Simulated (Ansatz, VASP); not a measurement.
**One calculation of CsRbMg6, two programs**

Contents of INCAR:

```
PREC = Accurate
ENCUT = 520
EDIFF = 1E-6
ISMEAR = -1
SIGMA = 0.05
LREAL = False
LASPH = True
NELM = 80
ALGO = Fast
ISIF = 2
LWAVE = False
LCHARG = True
GGA = PE
LELF = True
LVHAR = True
NBANDS = 25
```

KPOINTS

```
regular mesh
0
Gamma
  4 5 4
```

File POSCAR:

```
CsRbMg6
1.0
    7.5399190000      0.0000000000      0.0000000000
    0.0000000000      5.0427420000      0.0000000000
   -3.6031940000      0.0000000000      7.9074590000
Cs Rb Mg
1 1 6
Direct
    0.8120490000      0.0032820000      0.1338980000
    0.3266900000     -0.0046940000      0.1462490000
    0.6219300000      0.4907660000      0.7506760000
    0.1222650000      0.5060060000      0.7556910000
    0.7343780000      0.4985410000      0.4541570000
    0.2247430000      0.5129620000      0.4507210000
    0.8318740000      0.0018920000      0.6645640000
    0.3242250000     -0.0100740000      0.6496380000
```

File input.yaml:

```yaml
crystal:
  lattice:
    - [7.539919, 0.0, 0.0]
    - [0.0, 5.042742, 0.0]
    - [-3.603194, 0.0, 7.907459]
  atoms:
    - { symbol: Cs, position: [0.812049, 0.003282, 0.133898] }
    - { symbol: Rb, position: [0.32669, -0.004694, 0.146249] }
    - { symbol: Mg, position: [0.62193, 0.490766, 0.750676] }
    - { symbol: Mg, position: [0.122265, 0.506006, 0.755691] }
    - { symbol: Mg, position: [0.734378, 0.498541, 0.454157] }
    - { symbol: Mg, position: [0.224743, 0.512962, 0.450721] }
    - { symbol: Mg, position: [0.831874, 0.001892, 0.664564] }
    - { symbol: Mg, position: [0.324225, -0.010074, 0.649638] }
hamiltonian:
  xc: pbe
  pseudopotentials: { kind: paw }
kpoints:
  mp_grid: { grid: [4, 5, 4] }
scf:
  occupations: { method: fermi_dirac, width: 0.05 }
output:
  forces: true
  stress: true
  eigenvalues: true
```

Change from the starting cell: atoms moved at random, drawn with an rms of 0.05 Å.

Alike in both runs: task single point; functional PBE; k mesh 4 × 5 × 4; occupations fermi-dirac, width 0.05 eV; no spin polarisation.

|  | VASP | Ansatz |
| --- | --- | --- |
| version | VASP 6.6.1 | Ansatz 0.2.0 |
| potentials or method | VASP PAW PBE potentials, release 64 (Cs_sv, Rb_sv, Mg) | Ansatz PAW |
| plane-wave cutoff (eV) | 520 | 420 |
| valence electrons in the cell | 30 | 78 |

|  | VASP | Ansatz | Ansatz less VASP |
| --- | --- | --- | --- |
| gap on the k mesh at the Fermi level (eV) | none | none | - |
| pressure (GPa) | 0.1 | 0.1 | +0.03 |
| traceless stress, the component that is largest in VASP (GPa) | -1.33 | -1.33 | -0.004 |
| rms of the force components (eV/Å) | 0.133 | 0.134 | +0.0015 |

Atom by atom the forces differ by 0.003 eV/Å (rms over components). A gap of «none» marks a metal or a gap that the smearing closes. VASP's potentials hold 30 valence electrons a cell and Ansatz's 78, so a difference there can come from the potentials and not from the codes.

Neither program's run includes spin-orbit coupling.
